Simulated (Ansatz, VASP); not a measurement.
## KCl in VASP and in Ansatz

```xyz
2
Lattice="3.7240 0.0000 0.0000 0.0000 3.7240 0.0000 0.0000 0.0000 3.7240" Properties=species:S:1:pos:R:3 pbc="T T T"
K     0.0000    0.0000    0.0000
Cl    1.8620    1.8620    1.8620
```

Change from the starting cell: strain -0.030 along x and y, -0.030 along z, atoms carried along.

Alike in both runs: task single point; functional PBE; k mesh 6 × 6 × 6; occupations gaussian, width 0.05 eV; no spin polarisation.

```csv
,VASP,Ansatz
version,VASP 6.6.1,Ansatz 0.2.0
potentials or method,"VASP PAW PBE potentials, release 64 (K_sv, Cl), cutoff 520 eV","scalar-relativistic, plane waves, PAW"
valence electrons in the cell,16,16
```

|  | VASP | Ansatz | Ansatz less VASP |
| --- | --- | --- | --- |
| gap on the k mesh at the Fermi level (eV) | 5.20 | 5.21 | +0.002 |
| least direct gap on the mesh (eV) | 5.43 | 5.43 | +0.001 |
| pressure (GPa) | 2.1 | 2.0 | -0.04 |
